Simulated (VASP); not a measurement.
InTe2Cl:

```
Te Cl In
1.0
     2.19708    3.80545    0.00000
    -2.19708    3.80545    0.00000
     0.00000   -2.53696    7.71353
Te Cl In
2 1 1
Direct
  0.24300 0.24300 0.72900
  0.75700 0.75700 0.27100
  0.50000 0.50000 0.50000
  0.00000 0.00000 0.00000
```

| Item | Value |
| --- | --- |
| Program | VASP 6.6.1 |
| Task | relaxation of cell and atoms |
| Functional | PBE |
| Potentials or basis | VASP PAW PBE potentials, release 64 (Te, Cl, In_d) |
| Cutoff | 600 eV |
| k mesh | 7 × 7 × 7 |
| Occupations | fermi-dirac, width 0.0602 eV |
| Spin | no spin polarisation |

At the start: pressure -3.2 GPa; volume 32.25 Å³/atom.

Question: How do energy, volume and symmetry change on relaxing?

Answer: Over 14 steps the energy falls by 211.8 meV/atom and the volume is 29.95 Å³/atom (-7.1 %); space group R-3m (No. 166, to 0.1 Å) before and after.

Step by step:
```csv
step,energy change (eV),largest force (eV/Å),pressure (GPa),volume (Å³)
1,0.0000,1.5753,-3.20,128.98
2,-0.4144,1.4480,-0.44,117.28
3,-0.5129,1.1122,3.40,108.68
4,-0.7443,0.3737,2.60,111.41
5,-0.7892,0.2086,2.44,113.78
6,-0.8132,0.1859,-1.47,123.71
7,-0.8335,0.0385,-0.05,119.51
8,-0.8380,0.0308,-0.05,119.62
9,-0.8463,0.0030,-0.04,119.91
10,-0.8473,0.0128,-0.04,120.03
11,-0.8473,0.0116,-0.04,120.02
12,-0.8473,0.0128,0.05,119.74
13,-0.8473,0.0123,0.02,119.82
14,-0.8474,0.0010,0.00,119.81
```

Final structure:
```
Te Cl In
1.0
     2.18314    3.78131    0.00000
    -2.18314    3.78131    0.00000
     0.00000   -2.52087    7.25660
Te Cl In
2 1 1
Direct
  0.25963 0.25963 0.77890
  0.74037 0.74037 0.22110
  0.50000 0.50000 0.50000
  0.00000 0.00000 0.00000
```
